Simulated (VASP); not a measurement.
# Ge2Sb2Te5 in VASP: single point with PBE

Aim: the single point of Ge2Sb2Te5 with PBE.

Everything below comes from runs of VASP 6.6.1. Logs are shortened: lines on timing, memory, paths and dates and some standing lists are left out, and cuts for length are marked.

## (1) The cell of the first run

The typed cell holds 9 atoms: a = 4.264 Å, b = 4.264 Å, c = 18.233 Å, α = 83.29°, β = 83.29°, γ = 60.00°.

## (2) Single point, PBE (the part above a cut slid along it)

INCAR

```
PREC = Accurate
ENCUT = 520
EDIFF = 1E-6
ISMEAR = 0
SIGMA = 0.15
LREAL = False
LASPH = True
NELM = 80
ALGO = Fast
ISIF = 2
LWAVE = False
LCHARG = True
GGA = PE
LELF = True
LVHAR = True
NBANDS = 44
```

KPOINTS

```
regular mesh
0
Gamma
  11 11 3
```

POSCAR

```
Ge2Sb2Te5
1.0
   -4.2638280272      0.0000000000      0.0000000000
   -2.1319140136     -3.6925833890      0.0000000000
   -2.1317008222     -1.2307380435     18.0657398959
Ge Sb Te
2 2 5
Direct
   -0.1642109686     -0.1642109686      0.4926821739
    0.7238550086      0.7238550086      0.8285178261
    0.2423888498      0.2423888498      0.2728607367
    0.6505551902      0.6505551902      0.0483392633
    0.9464720200      0.9464720200      0.1606000000
    0.0161416519      0.0161416519      0.9516702113
    0.5435023881      0.5435023881      0.3695297887
    0.1430176957      0.1430176957      0.5710040133
    0.4166263443      0.4166263443      0.7501959867
```

Potentials or basis: VASP PAW PBE potentials, release 64 (Ge_d, Sb, Te).

The run is started by

```bash
$ cat potpaw_PBE.64/Ge_d/POTCAR potpaw_PBE.64/Sb/POTCAR potpaw_PBE.64/Te/POTCAR > POTCAR
$ mpirun -np 1 vasp_std > vasp.out
```

OUTCAR:

```text
PREC = Accurate
   ENCUT = 520
   EDIFF = 1E-6
   ISMEAR = 0
   LREAL = False
   LASPH = True
   NELM = 80
   ISIF = 2
   GGA = PE

 ion  position               nearest neighbor table
   1  0.836  0.836  0.493-   8 2.84   8 2.84   8 2.84
   2  0.724  0.724  0.829-   9 2.84   9 2.84   9 2.84
   3  0.242  0.242  0.273-   7 3.02   7 3.02   7 3.02   5 3.19   5 3.19   5 3.19
   4  0.651  0.651  0.048-   6 3.02   6 3.02   6 3.02   5 3.19   5 3.19   5 3.19
   5  0.946  0.946  0.161-   3 3.19   4 3.19   3 3.19   4 3.19   3 3.19   4 3.19
   6  0.016  0.016  0.952-   4 3.02   4 3.02   4 3.02
   7  0.544  0.544  0.370-   3 3.02   3 3.02   3 3.02
   8  0.143  0.143  0.571-   1 2.84   1 2.84   1 2.84
   9  0.417  0.417  0.750-   2 2.84   2 2.84   2 2.84

  LATTYP: Found a trigonal (rhomboedric) cell.
 ALAT       =    18.2326581308
 COS(alpha) =     0.9726556126

  Lattice vectors:

 A1 = (  -2.1317008222,  -1.2307380435,  18.0657398959)
 A2 = (   2.1321272050,  -1.2307380435,  18.0657398959)
 A3 = (   0.0002131914,   2.4618453455,  18.0657398959)

Analysis of symmetry for initial positions (statically):
=====================================================================
 Subroutine PRICEL returns:
 Original cell was already a primitive cell.

 Routine SETGRP: Setting up the symmetry group for a
 trigonal (rhombohedral) supercell.

 Subroutine GETGRP returns: Found  2 space group operations
 (whereof  2 operations were pure point group operations)
 out of a pool of 12 trial point group operations.

The static configuration has the point symmetry C_1h.

Analysis of symmetry for dynamics (positions and initial velocities):
=====================================================================
 Subroutine PRICEL returns:
 Original cell was already a primitive cell.

 Routine SETGRP: Setting up the symmetry group for a
 trigonal (rhombohedral) supercell.

 Subroutine GETGRP returns: Found  2 space group operations
 (whereof  2 operations were pure point group operations)
 out of a pool of 12 trial point group operations.

The dynamic configuration has the point symmetry C_1h.

 Subroutine INISYM returns: Found  2 space group operations
 (whereof  2 operations are pure point group operations),
 and found     1 'primitive' translations

----------------------------------------------------------------------------------------

                                     Primitive cell

  volume of cell :     284.4368

  direct lattice vectors                    reciprocal lattice vectors
    -4.263828027  0.000000000  0.000000000    -0.234531035  0.135406556 -0.018449286
    -2.131914014 -3.692583389  0.000000000     0.000000000 -0.270813112 -0.018449286
    -2.131700822 -1.230738043 18.065739896     0.000000000  0.000000000  0.055353393

  length of vectors
     4.263828027  4.263828027 18.232658131     0.271440818  0.271440818  0.055353393

  position of ions in fractional coordinates (direct lattice)
     0.835789031  0.835789031  0.492682174
     0.723855009  0.723855009  0.828517826
     0.242388850  0.242388850  0.272860737
     0.650555190  0.650555190  0.048339263
     0.946472020  0.946472020  0.160600000
     0.016141652  0.016141652  0.951670211
     0.543502388  0.543502388  0.369529789
     0.143017696  0.143017696  0.571004013
     0.416626344  0.416626344  0.750195987

  ion indices of the primitive-cell ions
   primitive index   ion index
                 1           1
                 2           2
                 3           3
                 4           4
                 5           5
                 6           6
                 7           7
                 8           8
                 9           9

----------------------------------------------------------------------------------------

 KPOINTS: regular mesh
[... 24 lines left out ...]
|           WW  WW  A    A  R   R   N   NN  II  N   NN  G    G                |
|           W    W  A    A  R    R  N    N  II  N    N   GGGG   !!!           |
|                                                                             |
|     Your reciprocal lattice and k-lattice belong to different lattice       |
|     classes:                                                                |
|                                                                             |
|        The reciprocal lattice is rhombohedral (trigonal),                   |
|        whereas your k-lattice is base-centered monoclinic.                  |
|                                                                             |
|     Results are often still useful ...                                      |
|                                                                             |
 -----------------------------------------------------------------------------

 WARNING: IBZKPT: internal override: KBLOWUP is changed to .FALSE.
      ... skipping the blow-up phase ...

 Subroutine IBZKPT returns following result:
 ===========================================

 Found    102 irreducible k-points:

 Following reciprocal coordinates:
            Coordinates               Weight
  0.000000  0.000000  0.000000      1.000000
  0.090909  0.000000 -0.000000      4.000000
  0.181818  0.000000 -0.000000      4.000000
  0.272727  0.000000 -0.000000      4.000000
  0.363636  0.000000 -0.000000      4.000000
  0.454545  0.000000  0.000000      4.000000
[... 16 lines left out ...]
 -0.272727  0.181818  0.000000      4.000000
 -0.181818  0.181818  0.000000      2.000000
 [... further k-points ...]
   k-points           NKPTS =    102   k-points in BZ     NKDIM =    102   number of bands    NBANDS=     44
   number of dos      NEDOS =    301   number of ions     NIONS =      9
   total plane-waves  NPLWV = 143360
   dimension x,y,z NGX =    32 NGY =   32 NGZ =  140
   dimension x,y,z NGXF=    64 NGYF=   64 NGZF=  280
   ions per type =               2   2   5
   NGX,Y,Z   is equivalent  to a cutoff of  12.48, 12.48, 12.77 a.u.
   NGXF,Y,Z  is equivalent  to a cutoff of  24.95, 24.95, 25.53 a.u.
 SYSTEM =  unknown system
   PREC   = accura    normal or accurate (medium, high low for compatibility)
   ISTART =      0    job   : 0-new  1-cont  2-samecut
   ICHARG =      2    charge: 1-file 2-atom 10-const
   ISPIN  =      1    spin polarized calculation?
   LNONCOLLINEAR =      F non collinear calculations
   LSORBIT =      F    spin-orbit coupling
   LASPH  =      T    aspherical Exc in radial PAW
   ENCUT  =  520.0 eV  38.22 Ry    6.18 a.u.   7.93  7.93 33.90*2*pi/ulx,y,z
   NELM   =     80;   NELMIN=  2; NELMDL= -5     # of ELM steps
   EDIFF  = 0.1E-05   stopping-criterion for ELM
   LREAL  =      F    real-space projection
   EDIFFG = 0.1E-04   stopping-criterion for IOM
   NSW    =      0    number of steps for IOM
   IBRION =     -1    ionic relax: 0-MD 1-quasi-New 2-CG
   NFREE  =      0    steps in history (QN), initial steepest desc. (CG)
   ISIF   =      2    stress and relaxation
   ISYM   =      2    0-nonsym 1-usesym 2-fastsym
   POTIM  = 0.5000    time-step for ionic-motion
   TEBEG  =    0.0;   TEEND  =   0.0 temperature during run
   PSTRESS=    0.0 pullay stress
   NELECT =      68.0000    total number of electrons
   NUPDOWN=      -1.0000    fix difference up-down
   EMIN   =  10.00;   EMAX   =-10.00  energy-range for DOS
   EFERMI =   0.00;   METHOD = LEGACY
   ISMEAR =     0;   SIGMA  =   0.15  broadening in eV -4-tet -1-fermi 0-gaus
   EFERMI_NEDOS =   21; number of points for ismear=-14 and -15
   IALGO  =     68    algorithm
   IMIX   =      4    mixing-type and parameters
     AMIX     =   0.40;   BMIX     =  1.00
     AMIX_MAG =   1.60;   BMIX_MAG =  1.00
  volume/ion in A,a.u.               =      31.60       213.27
  Fermi-wavevector in a.u.,A,eV,Ry     =   1.016052  1.920060 14.046130  1.032361
  Thomas-Fermi vector in A             =   2.149373
   LORBIT       =      0    0 simple, 1 ext, 2 COOP (PROOUT), +10 PAW based schemes
   GGA     = PE    functional components
   LHFCALC =     F    Hartree Fock is set to
   AEXX    =    0.0000 exact exchange contribution
   IVDW    =     0    specifies the selected vdW correction
   LEPSILON=     F    determine dielectric tensor
   LRPA    =     F    only Hartree local field effects (RPA)
 non-spin polarized calculation
 RMM-DIIS sequential band-by-band and
 Gauss-broadening in eV      SIGMA  =   0.15
  energy-cutoff  :      520.00
  volume of cell :      284.44
 maximum number of plane-waves:      7704
   NGX = 15   NGY = 15   NGZ = 67

 number of electron      67.9999998 magnetization

 Free energy of the ion-electron system (eV)
  ---------------------------------------------------
  ext. energy  EPLUGINS =         0.00000000
  ---------------------------------------------------
  free energy    TOTEN  =       -33.43546376 eV

  energy without entropy =      -33.42289175  energy(sigma->0) =      -33.42917775

 E-fermi :   5.9013     XC(G=0):  -9.1979

 val. band max:        5.8699610083   @ k =   0.0909   0.0909   0.3333
 cond. band min:       5.9094801912   @ k =  -0.0909  -0.0909   0.3333
 fundamental gap:      0.0395191829
 Fermi energy:         5.9013490149

 k-point     1 :       0.0000    0.0000    0.0000
  band No.  band energies     occupation
      1     -18.9432      2.00000
      2     -18.9432      2.00000
      3     -18.9323      2.00000
      4     -18.9323      2.00000
      5     -18.9286      2.00000
      6     -18.8894      2.00000
[... 1117 lines left out ...]
     43       8.9357      0.00000
     44       9.0952      0.00000

 [... further k-points ...]

------------------------ aborting loop because EDIFF is reached ----------------------------------------

  FORCE on cell =-STRESS in cart. coord.  units (eV):
  Direction    XX          YY          ZZ          XY          YZ          ZX
  --------------------------------------------------------------------------------------
  -------------------------------------------------------------------------------------
  Total       -0.3680120     -0.3682904      2.6458311      0.0002411     -0.0004843     -0.0008387
  in kB       -2.0729407     -2.0745085     14.9034547      0.0013578     -0.0027279     -0.0047245
  external PRESSURE =       3.5853352 kB  Pullay stress =       0.0000000 kB

 VOLUME and BASIS-vectors are now :
 -----------------------------------------------------------------------------
  energy-cutoff  :      520.00
  volume of cell :      284.44
      direct lattice vectors                 reciprocal lattice vectors
    -4.263828027  0.000000000  0.000000000    -0.234531035  0.135406556 -0.018449286
    -2.131914014 -3.692583389  0.000000000     0.000000000 -0.270813112 -0.018449286
    -2.131700822 -1.230738043 18.065739896     0.000000000  0.000000000  0.055353393

 POSITION                                       TOTAL-FORCE (eV/Angst)
 -----------------------------------------------------------------------------------
     -6.39574     -3.69258      8.90067        -0.000110     -0.000064     -0.024154
     -6.39574     -3.69258     14.96779         0.000071      0.000041     -0.054189
     -2.13191     -1.23086      4.92943        -0.000331     -0.000191     -0.014162
     -4.26383     -2.46172      0.87328        -0.000626     -0.000362      0.096582
     -6.39574     -3.69258      2.90136         0.000212      0.000123      0.444494
     -2.13191     -1.23086     17.19263         0.000473      0.000273     -0.326104
     -4.26383     -2.46172      6.67583         0.000182      0.000105      0.032872
     -2.13191     -1.23086     10.31561         0.000162      0.000093      0.028909
     -4.26383     -2.46172     13.55285        -0.000032     -0.000018     -0.184248
 -----------------------------------------------------------------------------------
    total drift:                                0.000301      0.000174     -0.000277

  FREE ENERGIE OF THE ION-ELECTRON SYSTEM (eV)
  ---------------------------------------------------
  free  energy   TOTEN  =       -33.4354637559 eV

  energy  without entropy=      -33.4228917479  energy(sigma->0) =      -33.42917775
```

Wall time 40 min (1 thread of Oxide Virtual Turin-like, shared host); peak memory 1.1 GiB.

Results:

- Free energy: -33.4355 eV
- Pressure: 0.4 GPa
- Largest force: 0.444 eV/Å
- Band gap on the k mesh: 0.02 eV (least direct gap 0.17 eV)

Forces in eV/Å, atoms in the order of the input:
```
Ge   0.000  0.000 -0.024
Ge   0.000  0.000 -0.054
Sb   0.000  0.000 -0.014
Sb  -0.001  0.000  0.097
Te   0.000  0.000  0.444
Te   0.000  0.000 -0.326
Te   0.000  0.000  0.033
Te   0.000  0.000  0.029
Te   0.000  0.000 -0.184
```

Levels at points of the mesh, in eV from the valence-band top:
| k point | band 31 | band 32 | band 33 | band 34 | band 35 | band 36 | band 37 | band 38 |
| --- | --- | --- | --- | --- | --- | --- | --- | --- |
| (0.00, 0.00, 0.00) | -1.31 | -1.29 | -1.29 | -0.07 | 0.16 | 0.16 | 0.21 | 0.95 |

Caveat: the cell differs from its parent crystal (the part above a cut slid along it); the smearing spreads over this small gap; semilocal functionals underestimate gaps, and a narrow one can read as zero; spin-orbit coupling is left out, which moves the levels of the heavy elements.

The gap in the log of VASP goes by the Fermi energy; the results here count the filled bands.